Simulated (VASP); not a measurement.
A run of VASP 6.6.1 is set up as follows.

INCAR

```
SYSTEM = MoSe
  PREC = Accurate
  ENCUT = 520
  EDIFF = 1E-7
  ISMEAR = 0
  SIGMA = 0.1
  LREAL = .False.
  LASPH = .True.
  NELM = 150
  ALGO = Normal
  ISIF = 2
  LWAVE = .False.
  LCHARG = .False.
  ISPIN = 2
  MAGMOM = 2 0
  LORBIT = 11
  LMAXMIX = 4
  LDAU = .True.
  LDAUTYPE = 2
  LDAUL = 2 -1
  LDAUU = 4.38 0
  LDAUJ = 0 0
  LDAUPRINT = 1
  GGA = PE
  NBANDS = 21
```

File KPOINTS:

```
regular mesh
0
Gamma
  12 12 12
  0 0 0
```

File POSCAR:

```
MoSe
1.0
    3.6474055683      0.0000000000      0.0000000000
    0.0000000000      3.6474055683      0.0000000000
    0.0000000000      0.0000000000      3.6474055683
Mo Se
1 1
Direct
    0.0000000000      0.0000000000      0.0000000000
    0.5000000000      0.5000000000      0.5000000000
```

Potentials or basis: VASP PAW PBE potentials, release 64 (Mo_sv, Se).

Run with:

```bash
$ cat potpaw_PBE.64/Mo_sv/POTCAR potpaw_PBE.64/Se/POTCAR > POTCAR
$ mpirun -np 1 vasp_std > vasp.out
```

**Question.** Predict the pressure.

**Answer.** -7.3 GPa.

**Question.** Estimate the net moment.

**Answer.** 4.00 μB per cell.

Eigenvalues of the final occupation matrices:
```csv
site,spin,trace,eigenvalues
site 1 d,1,3.84,0.72 0.72 0.72 0.83 0.83
site 1 d,2,0.12,0.01 0.01 0.04 0.04 0.04
```

The state reached can hang on the start; a lower one may exist.
